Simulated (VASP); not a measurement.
Set up this calculation in VASP 6.6.1, as the native input.

```yaml
Task: single point
Functional: r2SCAN
Potentials_or_basis: VASP PAW PBE potentials, release 64 (Ca_sv, B)
Cutoff: 520 eV
k_mesh: 6 × 6 × 6
Occupations: fermi-dirac, width 0.1 eV
Spin: no spin polarisation
Dipole_correction: no
Further_INCAR_settings: ALGO = Normal; EDIFF = 1e-06; NBANDS = 23
```

The system is CaB6.

```
Ca B
1.0
     4.12078    0.00000    0.00000
     0.00000    4.12078    0.00000
     0.00000    0.00000    4.12078
Ca B
1 6
Direct
  0.50000 0.50000 0.50000
  0.00000 0.00000 0.29300
  0.00000 0.00000 0.70700
  0.29300 0.00000 0.00000
  0.70700 0.00000 0.00000
  0.00000 0.29300 0.00000
  0.00000 0.70700 0.00000
```

One way to write it, as run:

POSCAR

```
CaB6
1.0
    4.1207840000      0.0000000000      0.0000000000
    0.0000000000      4.1207840000      0.0000000000
    0.0000000000      0.0000000000      4.1207840000
Ca B
1 6
Direct
    0.5000000000      0.5000000000      0.5000000000
    0.0000000000      0.0000000000      0.2930000000
    0.0000000000      0.0000000000      0.7070000000
    0.2930000000      0.0000000000      0.0000000000
    0.7070000000      0.0000000000      0.0000000000
    0.0000000000      0.2930000000      0.0000000000
    0.0000000000      0.7070000000      0.0000000000
```

INCAR.step1

```
  PREC = Accurate
  ENCUT = 520
  ISMEAR = -1
  SIGMA = 0.1
  LREAL = False
  LASPH = True
  NELM = 80
  NBANDS = 23
  GGA = PE
  ALGO = Normal
  EDIFF = 1E-4
  LWAVE = True
  LCHARG = False
```

INCAR.step2

```
  PREC = Accurate
  ENCUT = 520
  EDIFF = 1E-6
  ISMEAR = -1
  SIGMA = 0.1
  LREAL = False
  LASPH = True
  NELM = 80
  ALGO = Normal
  ISIF = 2
  LWAVE = False
  LCHARG = False
  METAGGA = R2SCAN
  LMIXTAU = True
  NBANDS = 23
  ISTART = 1
```

KPOINTS

```
Automatic mesh
0
Gamma
  6 6 6
```

Potentials or basis: VASP PAW PBE potentials, release 64 (Ca_sv, B).

Command:

```bash
$ cat potpaw_PBE.64/Ca_sv/POTCAR potpaw_PBE.64/B/POTCAR > POTCAR
$ cp INCAR.step1 INCAR
$ mpirun -np 1 vasp_std > vasp.out
$ cp INCAR.step2 INCAR
$ mpirun -np 1 vasp_std > vasp.out
```

Results of the run:

```
Pressure               : 4.2 GPa
Largest force          : 1.521 eV/Å
Band gap on the k mesh : 0.28 eV
```

Caveat: the cell stands under pressure; the PAW data sets were made with another functional, which shifts forces and pressure a little.

Wall time 44 s on 1 thread of Intel(R) Xeon(R) 6975P-C (Granite Rapids), on a shared host, peak memory 0.19 GiB.
